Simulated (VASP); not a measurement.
LiH, 2 atoms in the cell. It takes space group Fm-3m (No. 225, cubic). The conventional cell has a = 4.074 Å, b = 4.074 Å, c = 4.074 Å, α = 90.00°, β = 90.00°, γ = 90.00°. Within 2.7 Å of Li (site symmetry m-3m) lie 6 H at 2.04 Å. Within 2.7 Å of H (site symmetry m-3m) lie 6 Li at 2.04 Å. 

* Program: VASP 6.6.1
* Task: single point
* Functional: PBEsol
* Potentials or basis: VASP PAW PBE potentials, release 64 (Li_sv, H)
* Cutoff: 520 eV
* k mesh: 6 × 6 × 6
* Occupations: gaussian, width 0.01 eV
* Spin: no spin polarisation
* Dipole correction: no
* Further INCAR settings: ALGO = Normal; EDIFF = 1e-07; NBANDS = 9

Potentials or basis: VASP PAW PBE potentials, release 64 (Li_sv, H).

Run with:

```sh
$ cat potpaw_PBE.64/Li_sv/POTCAR potpaw_PBE.64/H/POTCAR > POTCAR
$ mpirun -np 1 vasp_std > vasp.out
```

Hardware: 1 thread of Intel Xeon 8259CL (shared host).

Problem. How long does it take, and how much memory?

Solution. Wall time 5.3 s on 1 thread of Intel Xeon 8259CL, on a shared host, peak memory 0.13 GiB. Counts: scf iterations 13, k points 16.
